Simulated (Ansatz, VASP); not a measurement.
**One calculation of Hf, two programs**

The input INCAR:

```
SYSTEM = Hf
PREC     = Accurate       ! precision mode
ENCUT    = 520            ! plane-wave cutoff, eV
EDIFF    = 1E-7           ! SCF threshold, eV
ISMEAR   = -1             ! smearing method
SIGMA    = 0.1            ! smearing width, eV
LREAL    = .False.        ! projectors in reciprocal space
LASPH    = .True.         ! aspherical terms in the spheres
NELM     = 80             ! most SCF steps
ALGO     = Normal         ! electronic algorithm
ISIF     = 2              ! what is computed and relaxed
LWAVE    = .False.        ! write WAVECAR
LCHARG   = .False.        ! write CHGCAR
GGA      = PS             ! functional
NBANDS   = 11             ! bands
```

The input KPOINTS:

```
regular mesh
0
Gamma
  12 12 12
  0 0 0
```

The input POSCAR:

```
Hf
1.0
    2.9760623927      0.0000000000      0.0000000000
    0.0000000000      2.9760623927      0.0000000000
    0.0000000000      0.0000000000      2.9760623927
Hf
1
Direct
    0.0000000000      0.0000000000      0.0000000000
```

Input for Ansatz:

```yaml
crystal:
  lattice:
    - [2.9760623927, 0.0, 0.0]
    - [0.0, 2.9760623927, 0.0]
    - [0.0, 0.0, 2.9760623927]
  atoms:
    - { symbol: Hf, position: [0.0, 0.0, 0.0] }
hamiltonian:
  xc: pbesol
  pseudopotentials:
    kind: paw
    azcp:
      Hf: "pseudopotentials/Hf.paw.azcp"
basis:
  ecutwfc: 420
  fft_grid_basis: typed
kpoints:
  mp_grid: { grid: [12, 12, 12], shift: [0, 0, 0] }
magnetization:
  spin_polarized: false
scf:
  occupations: { method: fermi_dirac, width: 0.1 }
  lower_state_search: "off"
output:
  stress: true
```

Alike in both runs: task single point; functional PBEsol; k mesh 12 × 12 × 12; occupations fermi-dirac, width 0.1 eV; no spin polarisation.

|  | VASP | Ansatz |
| --- | --- | --- |
| version | VASP 6.6.1 | Ansatz 0.2.0 |
| potentials or method | VASP PAW PBE potentials, release 64 (Hf_pv), cutoff 520 eV | plane waves (420 eV) with PAW, scalar-relativistic |
| valence electrons in the cell | 10 | 26 |

|  | VASP | Ansatz | Ansatz less VASP |
| --- | --- | --- | --- |
| pressure (GPa) | -7.5 | -7.3 | +0.22 |

VASP's potentials were made for PBE, not for PBEsol, and Ansatz warns of the same on its side. With one functional, cell and mesh, what is left measures potentials, basis and numerics. VASP's potentials hold 10 valence electrons a cell and Ansatz's 26, so a difference there can come from the potentials and not from the codes.

Neither program's run includes spin-orbit coupling.
